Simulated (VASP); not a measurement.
Crystal: Hf.

```
Hf
1.0
     3.20482    0.00000    0.00000
    -1.60241    2.77545    0.00000
     0.00000    0.00000    5.06769
Hf
2
Direct
  0.33333 0.66667 0.25000
  0.66667 0.33333 0.75000
```

```yaml
Program: VASP 6.6.1
Task: relaxation of cell and atoms
Functional: PBE
Dispersion: D3(BJ)
Potentials_or_basis: VASP PAW PBE potentials, release 64 (Hf_pv)
Cutoff: 600 eV
k_mesh: 15 × 15 × 8
Occupations: gaussian, width 0.1 eV
Spin: no spin polarisation
```

At the start: pressure -3.7 GPa; volume 22.54 Å³/atom.

Q: Where does the relaxation end?

A: Over 3 steps the energy falls by 9.3 meV/atom and the volume is 21.77 Å³/atom (-3.4 %); space group P6_3/mmc (No. 194, to 0.1 Å) before and after.

The path:
| step | energy change (eV) | largest force (eV/Å) | pressure (GPa) | volume (Å³) |
| --- | --- | --- | --- | --- |
| 1 | 0.0000 | 0.0000 | -3.75 | 45.08 |
| 2 | 0.0094 | 0.0000 | 5.16 | 41.72 |
| 3 | -0.0187 | 0.0000 | -0.03 | 43.54 |

Final structure:
```cif
data_structure
_symmetry_space_group_name_H-M 'P 1'
_symmetry_Int_Tables_number 1
_cell_length_a 3.1683
_cell_length_b 3.1683
_cell_length_c 5.0081
_cell_angle_alpha 90.000
_cell_angle_beta 90.000
_cell_angle_gamma 120.000
_cell_volume 43.54
loop_
_atom_site_label
_atom_site_type_symbol
_atom_site_fract_x
_atom_site_fract_y
_atom_site_fract_z
_atom_site_occupancy
Hf1 Hf 0.33333 0.66667 0.25000 1
Hf2 Hf 0.66667 0.33333 0.75000 1
```
